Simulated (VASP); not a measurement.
# TiAl3 (Pmm2) in VASP: notebook

Runs on TiAl3. Level: PBE. Tasks: single point.

Program: VASP 6.6.1. These are calculated values, not measurements. Logs are shortened: lines on timing, memory, paths and dates and some standing lists are left out, and cuts for length are marked.

**1. The cell of the first run**

The structure is orthorhombic, space group Pmm2 (No. 25). The conventional cell has a = 2.840 Å, b = 4.681 Å, c = 4.901 Å, α = 90.00°, β = 90.00°, γ = 90.00°. Within 3.7 Å of Ti (site symmetry mm2) lie 10 Al at 2.83 to 2.85 Å and 2 Ti at 2.84 Å. Al (site symmetry mm2) has 4 Ti at 2.83 to 2.84 Å and 8 Al at 2.84 to 2.86 Å within 3.7 Å. Within 3.7 Å of Al (site symmetry mm2) lie 8 Al at 2.81 to 2.86 Å and 4 Ti at 2.85 Å. Al (site symmetry mm2) has 10 Al at 2.81 to 2.86 Å and 2 Ti at 2.85 Å within 3.7 Å.

**2. Single point, PBE**

The input, INCAR:

```
PREC = Accurate ; ENCUT = 520
EDIFF = 1E-6 ; ISMEAR = 0
SIGMA = 0.1 ; LREAL = F
LASPH = T ; NELM = 80
ALGO = Fast ; ISIF = 2
LWAVE = F ; LCHARG = F
GGA = PE ; NBANDS = 18
```

The input, KPOINTS:

```
Automatic mesh
0
Gamma
  12 8 8
  0.5 0.5 0.5
```

The input, POSCAR:

```
TiAl3
1.0
    2.8396770000      0.0000000000      0.0000000000
    0.0000000000      4.6812640000      0.0000000000
    0.0000000000      0.0000000000      4.9007420000
Ti Al
1 3
Direct
    0.0000000000      0.5000000000      0.1659160000
    0.5000000000      0.5000000000      0.6672710000
    0.5000000000      0.0000000000      0.3309120000
    0.0000000000      0.0000000000      0.8359000000
```

Potentials or basis: VASP PAW PBE potentials, release 64 (Ti_sv, Al).

Command:

```sh
$ cat potpaw_PBE.64/Ti_sv/POTCAR potpaw_PBE.64/Al/POTCAR > POTCAR
$ mpirun -np 1 vasp_std > vasp.out
```

OUTCAR:

```text
PREC = Accurate
   ENCUT = 520
   EDIFF = 1E-6
   ISMEAR = 0
   LREAL = F
   LASPH = T
   NELM = 80
   ISIF = 2
   GGA = PE

 ion  position               nearest neighbor table
   1  0.000  0.500  0.166-   2 2.83   2 2.83   2 2.84   2 2.84   4 2.85   4 2.85   3 2.85   3 2.85
                             3 2.85   3 2.85
   2  0.500  0.500  0.667-   1 2.83   1 2.83   1 2.84   1 2.84   4 2.86   4 2.86   4 2.86   4 2.86
                             3 2.86   3 2.86
   3  0.500  0.000  0.331-   4 2.81   4 2.81   4 2.85   4 2.85   1 2.85   1 2.85   1 2.85   1 2.85
                             2 2.86   2 2.86
   4  0.000  0.000  0.836-   3 2.81   3 2.81   1 2.85   1 2.85   3 2.85   3 2.85   2 2.86   2 2.86
                             2 2.86   2 2.86

  LATTYP: Found a simple orthorhombic cell.
 ALAT       =     2.8396770000
 B/A-ratio  =     1.6485198845
 C/A-ratio  =     1.7258096607

  Lattice vectors:

 A1 = (   2.8396770000,   0.0000000000,   0.0000000000)
 A2 = (   0.0000000000,   4.6812640000,   0.0000000000)
 A3 = (   0.0000000000,   0.0000000000,   4.9007420000)

Analysis of symmetry for initial positions (statically):
=====================================================================
 Subroutine PRICEL returns:
 Original cell was already a primitive cell.

 Routine SETGRP: Setting up the symmetry group for a
 simple orthorhombic supercell.

 Subroutine GETGRP returns: Found  4 space group operations
 (whereof  4 operations were pure point group operations)
 out of a pool of  8 trial point group operations.

The static configuration has the point symmetry C_2v.

Analysis of symmetry for dynamics (positions and initial velocities):
=====================================================================
 Subroutine PRICEL returns:
 Original cell was already a primitive cell.

 Routine SETGRP: Setting up the symmetry group for a
 simple orthorhombic supercell.

 Subroutine GETGRP returns: Found  4 space group operations
 (whereof  4 operations were pure point group operations)
 out of a pool of  8 trial point group operations.

The dynamic configuration has the point symmetry C_2v.

 Subroutine INISYM returns: Found  4 space group operations
 (whereof  4 operations are pure point group operations),
 and found     1 'primitive' translations

----------------------------------------------------------------------------------------

                                     Primitive cell

  volume of cell :      65.1469

  direct lattice vectors                    reciprocal lattice vectors
     2.839677000  0.000000000  0.000000000     0.352152727  0.000000000  0.000000000
     0.000000000  4.681264000  0.000000000     0.000000000  0.213617519  0.000000000
     0.000000000  0.000000000  4.900742000     0.000000000  0.000000000  0.204050734

  length of vectors
     2.839677000  4.681264000  4.900742000     0.352152727  0.213617519  0.204050734

  position of ions in fractional coordinates (direct lattice)
     0.000000000  0.500000000  0.165916000
     0.500000000  0.500000000  0.667271000
     0.500000000  0.000000000  0.330912000
     0.000000000  0.000000000  0.835900000

  ion indices of the primitive-cell ions
   primitive index   ion index
                 1           1
                 2           2
                 3           3
                 4           4

----------------------------------------------------------------------------------------

 KPOINTS: Automatic mesh

Automatic generation of k-mesh.
 Grid dimensions read from file:
 generate k-points for:   12    8    8

 Generating k-lattice:

  Cartesian coordinates                     Fractional coordinates (reciprocal lattice)
     0.029346061  0.000000000  0.000000000     0.083333333  0.000000000  0.000000000
     0.000000000  0.026702190  0.000000000     0.000000000  0.125000000  0.000000000
     0.000000000  0.000000000  0.025506342     0.000000000  0.000000000  0.125000000

  Length of vectors
     0.029346061  0.026702190  0.025506342

  Shift w.r.t. Gamma in fractional coordinates (k-lattice)
     0.500000000  0.500000000  0.500000000

 Subroutine IBZKPT returns following result:
 ===========================================

 Found     96 irreducible k-points:

 Following reciprocal coordinates:
            Coordinates               Weight
  0.041667  0.062500  0.062500      8.000000
  0.125000  0.062500  0.062500      8.000000
  0.208333  0.062500  0.062500      8.000000
  0.291667  0.062500  0.062500      8.000000
  0.375000  0.062500  0.062500      8.000000
  0.458333  0.062500  0.062500      8.000000
[... 16 lines left out ...]
  0.375000  0.437500  0.062500      8.000000
  0.458333  0.437500  0.062500      8.000000
 [... further k-points ...]
   k-points           NKPTS =     96   k-points in BZ     NKDIM =     96   number of bands    NBANDS=     18
   number of dos      NEDOS =    301   number of ions     NIONS =      4
   total plane-waves  NPLWV =  31104
   dimension x,y,z NGX =    24 NGY =   36 NGZ =   36
   dimension x,y,z NGXF=    48 NGYF=   72 NGZF=   72
   ions per type =               1   3
   NGX,Y,Z   is equivalent  to a cutoff of  14.05, 12.78, 12.21 a.u.
   NGXF,Y,Z  is equivalent  to a cutoff of  28.10, 25.57, 24.42 a.u.
 SYSTEM =  unknown system
   PREC   = accura    normal or accurate (medium, high low for compatibility)
   ISTART =      0    job   : 0-new  1-cont  2-samecut
   ICHARG =      2    charge: 1-file 2-atom 10-const
   ISPIN  =      1    spin polarized calculation?
   LNONCOLLINEAR =      F non collinear calculations
   LSORBIT =      F    spin-orbit coupling
   LASPH  =      T    aspherical Exc in radial PAW
   ENCUT  =  520.0 eV  38.22 Ry    6.18 a.u.   5.28  8.70  9.11*2*pi/ulx,y,z
   NELM   =     80;   NELMIN=  2; NELMDL= -5     # of ELM steps
   EDIFF  = 0.1E-05   stopping-criterion for ELM
   LREAL  =      F    real-space projection
   EDIFFG = 0.1E-04   stopping-criterion for IOM
   NSW    =      0    number of steps for IOM
   IBRION =     -1    ionic relax: 0-MD 1-quasi-New 2-CG
   NFREE  =      0    steps in history (QN), initial steepest desc. (CG)
   ISIF   =      2    stress and relaxation
   ISYM   =      2    0-nonsym 1-usesym 2-fastsym
   POTIM  = 0.5000    time-step for ionic-motion
   TEBEG  =    0.0;   TEEND  =   0.0 temperature during run
   PSTRESS=    0.0 pullay stress
   NELECT =      21.0000    total number of electrons
   NUPDOWN=      -1.0000    fix difference up-down
   EMIN   =  10.00;   EMAX   =-10.00  energy-range for DOS
   EFERMI =   0.00;   METHOD = LEGACY
   ISMEAR =     0;   SIGMA  =   0.10  broadening in eV -4-tet -1-fermi 0-gaus
   EFERMI_NEDOS =   21; number of points for ismear=-14 and -15
   IALGO  =     68    algorithm
   IMIX   =      4    mixing-type and parameters
     AMIX     =   0.40;   BMIX     =  1.00
     AMIX_MAG =   1.60;   BMIX_MAG =  1.00
  volume/ion in A,a.u.               =      16.29       109.91
  Fermi-wavevector in a.u.,A,eV,Ry     =   1.122492  2.121202 17.143184  1.259988
  Thomas-Fermi vector in A             =   2.259152
   LORBIT       =      0    0 simple, 1 ext, 2 COOP (PROOUT), +10 PAW based schemes
   GGA     = PE    functional components
   LHFCALC =     F    Hartree Fock is set to
   AEXX    =    0.0000 exact exchange contribution
   IVDW    =     0    specifies the selected vdW correction
   LEPSILON=     F    determine dielectric tensor
   LRPA    =     F    only Hartree local field effects (RPA)
 non-spin polarized calculation
 RMM-DIIS sequential band-by-band and
 Gauss-broadening in eV      SIGMA  =   0.10
  energy-cutoff  :      520.00
  volume of cell :       65.15
 maximum number of plane-waves:      1768
 NGX is ok and might be reduce to    24
   NGX = 11   NGY = 17   NGZ = 19

 number of electron      21.0000004 magnetization

 Free energy of the ion-electron system (eV)
  ---------------------------------------------------
  ext. energy  EPLUGINS =         0.00000000
  ---------------------------------------------------
  free energy    TOTEN  =       -20.04357812 eV

  energy without entropy =      -20.02979079  energy(sigma->0) =      -20.03668445

 E-fermi :   8.0484     XC(G=0): -10.6317

 val. band max:        8.0455109118   @ k =   0.2083   0.3125   0.1875
 cond. band min:       8.0499951210   @ k =   0.3750   0.3125   0.3125
 fundamental gap:      0.0044842092
 Fermi energy:         8.0483718405

 k-point     1 :       0.0417    0.0625    0.0625
  band No.  band energies     occupation
      1     -48.4667      2.00000
      2     -24.7935      2.00000
      3     -24.7866      2.00000
      4     -24.4380      2.00000
      5      -1.9878      2.00000
      6       2.7982      2.00000
[... 10 lines left out ...]
     17      14.0891      0.00000
     18      14.3917      0.00000

 k-point     2 :       0.1250    0.0625    0.0625
  band No.  band energies     occupation
      1     -48.4599      2.00000
      2     -24.7868      2.00000
      3     -24.7798      2.00000
      4     -24.4959      2.00000
      5      -1.7292      2.00000
      6       3.0266      2.00000
[... 10 lines left out ...]
     17      12.5285      0.00000
     18      14.1679      0.00000

 k-point     3 :       0.2083    0.0625    0.0625
  band No.  band energies     occupation
      1     -48.4480      2.00000
      2     -24.7751      2.00000
      3     -24.7679      2.00000
      4     -24.5952      2.00000
      5      -1.2160      2.00000
      6       3.4755      2.00000
[... 10 lines left out ...]
     17      12.5332      0.00000
     18      14.2038      0.00000

 k-point     4 :       0.2917    0.0625    0.0625
  band No.  band energies     occupation
      1     -48.4342      2.00000
      2     -24.7616      2.00000
      3     -24.7541      2.00000
      4     -24.7084      2.00000
      5      -0.4554      2.00000
      6       4.1241      2.00000
[... 375 lines left out ...]
      4     -24.7081      2.00000
      5       0.5552      2.00000
      6       1.9118      2.00000
[... 10 lines left out ...]
     17      12.1002      0.00000
     18      13.2939      0.00000

 k-point    23 :       0.3750    0.4375    0.0625
  band No.  band energies     occupation
      1     -48.4222      2.00000
      2     -24.8048      2.00000
      3     -24.7521      2.00000
      4     -24.7420      2.00000
      5       1.4914      2.00000
      6       2.8688      2.00000
[... 10 lines left out ...]
     17      12.1516      0.00000
     18      12.6412      0.00000

 k-point    24 :       0.4583    0.4375    0.0625
  band No.  band energies     occupation
      1     -48.4153      2.00000
      2     -24.8602      2.00000
      3     -24.7452      2.00000
      4     -24.7351      2.00000
      5       2.5985      2.00000
      6       3.9111      2.00000
[... 10 lines left out ...]
     17      12.0576      0.00000
     18      12.4961      0.00000

 [... further k-points ...]
[... 5 lines left out ...]
  --------------------------------------------------------------------------------------
  -------------------------------------------------------------------------------------
  Total       -0.5815099      0.2144637      0.2272243      0.0000000      0.0000000      0.0000000
  in kB      -14.3012429      5.2743672      5.5881933      0.0000000      0.0000000      0.0000000
  external PRESSURE =      -1.1462274 kB  Pullay stress =       0.0000000 kB

 VOLUME and BASIS-vectors are now :
 -----------------------------------------------------------------------------
  energy-cutoff  :      520.00
  volume of cell :       65.15
      direct lattice vectors                 reciprocal lattice vectors
     2.839677000  0.000000000  0.000000000     0.352152727  0.000000000  0.000000000
     0.000000000  4.681264000  0.000000000     0.000000000  0.213617519  0.000000000
     0.000000000  0.000000000  4.900742000     0.000000000  0.000000000  0.204050734

 POSITION                                       TOTAL-FORCE (eV/Angst)
 -----------------------------------------------------------------------------------
      0.00000      2.34063      0.81311         0.000000      0.000000     -0.039609
      1.41984      2.34063      3.27012         0.000000      0.000000     -0.004982
      1.41984      0.00000      1.62171         0.000000      0.000000      0.036046
      0.00000      0.00000      4.09653         0.000000      0.000000      0.008546
 -----------------------------------------------------------------------------------
    total drift:                               -0.000000      0.000000      0.000197

  FREE ENERGIE OF THE ION-ELECTRON SYSTEM (eV)
  ---------------------------------------------------
  free  energy   TOTEN  =       -20.0435781160 eV

  energy  without entropy=      -20.0297907903  energy(sigma->0) =      -20.03668445
```

It took 88 s on 1 thread of Intel Xeon 6975P-C (Granite Rapids), shared host; peak memory 0.23 GiB.

Results:

```yaml
Free_energy: -20.0436 eV
Pressure: -0.1 GPa
Largest_force: 0.040 eV/Å
```

Forces on the atoms (eV/Å):
```
Ti   0.000  0.000 -0.040
Al   0.000  0.000 -0.005
Al   0.000  0.000  0.036
Al   0.000  0.000  0.009
```

Levels at points of the mesh, in eV from the Fermi level:
```tsv
k point	band 8	band 9	band 10	band 11	band 12	band 13	band 14	band 15
(0.04, 0.06, 0.06)	-3.37	-2.17	-0.80	-0.36	2.16	2.22	2.62	2.81
```

**3. Single point, PBE**

The input, INCAR:

```
ALGO = Fast
EDIFF = 1E-7
ENCUT = 520
GGA = PE
ISIF = 2
ISMEAR = 0
LASPH = T
LCHARG = F
LREAL = F
LWAVE = F
NBANDS = 18
NELM = 100
PREC = Accurate
SIGMA = 0.1
```

The input, KPOINTS:

```
k-points
0
Gamma
  22 14 12
```

POSCAR is that of step 2.

Potentials or basis: VASP PAW PBE potentials, release 64 (Ti_sv, Al).

Command:

```sh
$ cat potpaw_PBE.64/Ti_sv/POTCAR potpaw_PBE.64/Al/POTCAR > POTCAR
$ mpirun -np 1 vasp_std > vasp.out
```

Wall time 20 min (1 thread of Intel Xeon Platinum 8488C (Sapphire Rapids), shared host); peak memory 0.77 GiB.

Results (log left out):

| Property | Result |
| --- | --- |
| Free energy | -20.0380 eV |
| Pressure | -0.1 GPa |
| Largest force | 0.045 eV/Å |

Forces on the atoms (eV/Å):
```
Ti   0.000  0.000 -0.045
Al   0.000  0.000  0.000
Al   0.000  0.000  0.032
Al   0.000  0.000  0.013
```

Stress tensor (GPa, compression positive):
```
-1.32  0.00  0.00
 0.00  0.48  0.00
 0.00  0.00  0.60
```

Levels at points of the mesh, in eV from the Fermi level:
```tsv
k point	band 9	band 10	band 11	band 12	band 13	band 14
(0.00, 0.00, 0.00)	-2.62	-0.76	-0.37	2.35	2.41	2.72
(0.50, 0.00, 0.00)	-1.72	0.37	0.60	0.75	1.39	1.53
(0.00, 0.50, 0.00)	-2.00	-1.47	-0.13	2.25	2.36	2.66
(0.50, 0.50, 0.00)	-1.65	-0.47	-0.30	0.79	1.15	1.33
(0.00, 0.00, 0.50)	-2.09	-1.05	-0.27	2.24	2.27	2.42
(0.50, 0.00, 0.50)	-1.29	-0.17	-0.10	0.59	1.21	1.95
(0.00, 0.50, 0.50)	-0.15	-0.01	0.77	2.27	2.28	3.72
(0.50, 0.50, 0.50)	-2.77	-2.75	-0.79	-0.18	1.04	2.07
```
